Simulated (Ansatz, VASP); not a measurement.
**Eu: VASP beside Ansatz**

File INCAR:

```
SYSTEM = Eu
  ALGO = Normal
  EDIFF = 1E-6
  ENCUT = 520
  GGA = PE
  ISIF = 2
  ISMEAR = -1
  ISPIN = 2
  LASPH = .TRUE.
  LCHARG = .TRUE.
  LELF = .TRUE.
  LMAXMIX = 6
  LORBIT = 11
  LREAL = .FALSE.
  LVHAR = .TRUE.
  LWAVE = .FALSE.
  MAGMOM = 7
  NBANDS = 18
  NELM = 150
  PREC = Accurate
  SIGMA = 0.08
```

KPOINTS

```
k-points
0
G
  9 9 9
  0 0 0
```

POSCAR

```
Eu
1.0
    0.0000000000      2.7893026914      2.7893026914
    2.7893026914      0.0000000000      2.7893026914
    2.7893026914      2.7893026914      0.0000000000
Eu
1
Direct
    0.0000000000      0.0000000000      0.0000000000
```

Input for Ansatz:

```yaml
crystal:
  lattice:
    - [0.0, 2.7893026914, 2.7893026914]
    - [2.7893026914, 0.0, 2.7893026914]
    - [2.7893026914, 2.7893026914, 0.0]
  atoms:
    - { symbol: Eu, position: [0.0, 0.0, 0.0], spin: 7.0 }
magnetization:
  spin_polarized: true
kpoints:
  mp_grid: { grid: [9, 9, 9] }
scf:
  occupations: { method: fermi_dirac, width: 0.08 }
hamiltonian:
  xc: pbe
  pseudopotentials: { kind: all_electron, lapw: { basis_error: 0.0005 } }
output:
  forces: true
  stress: true
  eigenvalues: false
  populations: true
```

Alike in both runs: task single point; functional PBE; k mesh 9 × 9 × 9; occupations fermi-dirac, width 0.08 eV; collinear spin.

|  | VASP | Ansatz |
| --- | --- | --- |
| version | VASP 6.6.1 | Ansatz 0.2.0 |
| potentials or method | VASP PAW PBE potentials, release 64 (Eu), cutoff 520 eV | all-electron LAPW, scalar-relativistic |

Ansatz gave:

```
pressure (GPa)                                                : -0.5
net moment per atom (μB)                                      : 7.43
size of the moment on the site where the two differ most (μB) : 7.27
```

Task: Estimate VASP's values.

Result: Pressure (GPa): -0.8; net moment per atom (μB): 7.42; size of the moment on the site where the two differ most (μB): 6.70.

Site moments also hang on the region over which each program counts them. Ansatz ran all-electron here, and VASP with PAW potentials.

Neither program's run includes spin-orbit coupling.
